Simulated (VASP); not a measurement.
Set up this calculation in VASP 6.6.1, as the native input.

- Task: relaxation of cell and atoms
- Functional: PBE
- Potentials or basis: VASP PAW PBE potentials, release 64 (Be, Te)
- Cutoff: 600 eV
- k mesh: 6 × 6 × 6
- Occupations: gaussian, width 0.01 eV
- Spin: no spin polarisation
- Dipole correction: no
- Further INCAR settings: ALGO = Normal; EDIFF = 1e-06; IBRION = 2; EDIFFG = -0.01; NSW = 100; ISIF = 3

The structure of BeTe6 lies in POSCAR:

```
BeTe6
1.0
    3.7666590867      2.1746816377      4.5144641427
   -3.7666590867      2.1746816377      4.5144641427
    0.0000000000     -4.3493632753      4.5144641427
Be Te
1 6
Direct
    0.0000000000      0.0000000000      0.0000000000
    0.8087315737      0.3919779852      0.0834647893
    0.1912684263      0.6080220148      0.9165352107
    0.3919779852      0.0834647893      0.8087315737
    0.0834647893      0.8087315737      0.3919779852
    0.6080220148      0.9165352107      0.1912684263
    0.9165352107      0.1912684263      0.6080220148
```

These files were run (other wordings do the same):

INCAR

```
PREC = Accurate ; ENCUT = 600
EDIFF = 1E-6 ; ISMEAR = 0
SIGMA = 0.01 ; LREAL = F
LASPH = T ; NELM = 60
ALGO = Normal ; ISIF = 3
LWAVE = F ; LCHARG = F
GGA = PE ; IBRION = 2
NSW = 100 ; EDIFFG = -0.01
```

KPOINTS

```
regular mesh
0
Gamma
  6 6 6
```

Potentials or basis: VASP PAW PBE potentials, release 64 (Be, Te).

Command:

```sh
$ cat potpaw_PBE.64/Be/POTCAR potpaw_PBE.64/Te/POTCAR > POTCAR
$ mpirun -np 1 vasp_std > vasp.out
```

It gave:

```
Relaxed volume                         : 31.97 Å³/atom
Relaxed cell                           : a = 6.242 Å, b = 6.242 Å, c = 6.242 Å, α = 75.68°, β = 75.68°, γ = 75.68°
Space group after relaxing (to 0.05 Å) : R-3 (No. 148)
Energy gained by relaxing              : 10.8 meV/atom
Ionic steps                            : 19
Pressure after relaxing                : 0.0 GPa
Largest force after relaxing           : 0.009 eV/Å
Band gap on the k mesh                 : zero (band 19 reaches 5.42 eV, above the bottom of band 20 at 4.88 eV)
```

Caveat: spin-orbit coupling is left out, which moves the levels of the heavy elements.

Wall time 15 min on 1 thread of Intel(R) Xeon(R) 6975P-C (Granite Rapids) (shared host), peak memory 0.51 GiB.
